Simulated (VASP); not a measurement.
Wanted: the native input for a VASP 6.6.1 run.

```yaml
Task: single point
Functional: PBE
Potentials_or_basis: VASP PAW PBE potentials, release 64 (Ir)
Cutoff: 520 eV
k_mesh: 6 × 6 × 6
Occupations: gaussian, width 0.15 eV
Spin: no spin polarisation
Dipole_correction: no
Further_INCAR_settings: ALGO = Normal; EDIFF = 1e-07; NBANDS = 46
```

The structure of Ir lies in POSCAR:

```
Ir
1.0
    1.4741719558     -2.3336690077      4.5485683356
    1.3792046615     -2.3679136735     -4.5375765513
    2.5828191309      4.5453762436      0.0475635571
Ir
8
Direct
    0.0410204108      0.2989395767      0.3365694950
    0.5532628949      0.8186644374      0.3480465119
    0.0235914907      0.2617952698      0.8236183241
    0.5481374729      0.8013708625      0.8403342201
    0.4360164267      0.1910592495      0.1667699206
    0.9537259292      0.6936576109      0.1511373421
    0.4847625656      0.2304978610      0.6711738429
    0.9594828092      0.7040151322      0.6623503434
```

This cell differs from its parent crystal: atoms moved at random and the cell strained at random.

These files were run (other wordings do the same):

INCAR

```
PREC = Accurate
ENCUT = 520
EDIFF = 1E-7
ISMEAR = 0
SIGMA = 0.15
LREAL = False
LASPH = True
NELM = 100
ALGO = Normal
ISIF = 2
LWAVE = False
LCHARG = False
GGA = PE
NBANDS = 46
```

KPOINTS

```
regular mesh
0
Gamma
  6 6 6
```

Potentials or basis: VASP PAW PBE potentials, release 64 (Ir).

The run is started by

```bash
$ cat potpaw_PBE.64/Ir/POTCAR > POTCAR
$ mpirun -np 1 vasp_std > vasp.out
```

Results of the run:

| Quantity | Value |
| --- | --- |
| Pressure | 13.9 GPa |
| Largest force | 2.381 eV/Å |
| Band gap on the k mesh | zero (band 36 reaches 11.19 eV, above the bottom of band 37 at 9.51 eV) |

Caveat: the cell differs from its parent crystal (atoms moved at random and the cell strained at random); spin-orbit coupling is left out, which moves the levels of the heavy elements; forces of over 1 eV/Å act on the atoms, so gaps and moduli don't describe the material at rest.

It took 5.4 min on 1 thread of Intel(R) Xeon(R) 6975P-C (Granite Rapids) (shared host), peak memory 0.52 GiB.
